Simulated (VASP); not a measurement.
Set up this calculation in VASP 6.6.1, as the native input.

- Task: single point
- Functional: PBE
- Potentials or basis: VASP PAW PBE potentials, release 64 (Rh_pv, H)
- Cutoff: 520 eV
- k mesh: 5 × 5 × 1
- Occupations: gaussian, width 0.1 eV
- Spin: no spin polarisation
- Dipole correction: yes
- Further INCAR settings: ALGO = Normal; EDIFF = 1e-06; NBANDS = 102

The structure of HRh12 lies in POSCAR:

```
HRh12
1.0
    5.4165863251      0.0000000000      0.0000000000
    0.0000000000      5.4165863251      0.0000000000
    0.0000000000      0.0000000000     19.1737394690
Rh H
12 1
Direct
    0.2500000000      0.2500000000      0.2086186686
    0.2500000000      0.7500000000      0.2086186686
    0.7500000000      0.2500000000      0.2086186686
    0.7500000000      0.7500000000      0.2086186686
    0.0000000000      0.0000000000      0.3044995961
    0.0000000000      0.5000000000      0.3044995961
    0.5000000000      0.0000000000      0.3044995961
    0.5000000000      0.5000000000      0.3044995961
    0.2500000000      0.2500000000      0.4002213278
    0.2500000000      0.7500000000      0.4002213278
    0.7500000000      0.2500000000      0.4002213278
    0.7500000000      0.7500000000      0.4002213278
    0.3333333333      0.4166666667      0.4665432159
```

The input as run:

INCAR

```
ALGO = Normal
DIPOL = 0.5 0.5 0.317
EDIFF = 1E-6
ENCUT = 520
GGA = PE
IDIPOL = 3
ISIF = 2
ISMEAR = 0
LASPH = T
LCHARG = F
LDIPOL = T
LREAL = F
LWAVE = F
NBANDS = 102
NELM = 80
PREC = Accurate
SIGMA = 0.1
```

KPOINTS

```
k-points
0
Gamma
  5 5 1
```

Potentials or basis: VASP PAW PBE potentials, release 64 (Rh_pv, H).

Run with:

```bash
$ cat potpaw_PBE.64/Rh_pv/POTCAR potpaw_PBE.64/H/POTCAR > POTCAR
$ mpirun -np 1 vasp_std > vasp.out
```

Results of the run:

The largest force is 0.385 eV/Å and the band gap on the k mesh is zero (an odd number of electrons rules out a gap without spin polarisation).

It took 72 min on 1 thread of Intel Xeon 8259CL, on a shared host, peak memory 0.82 GiB.
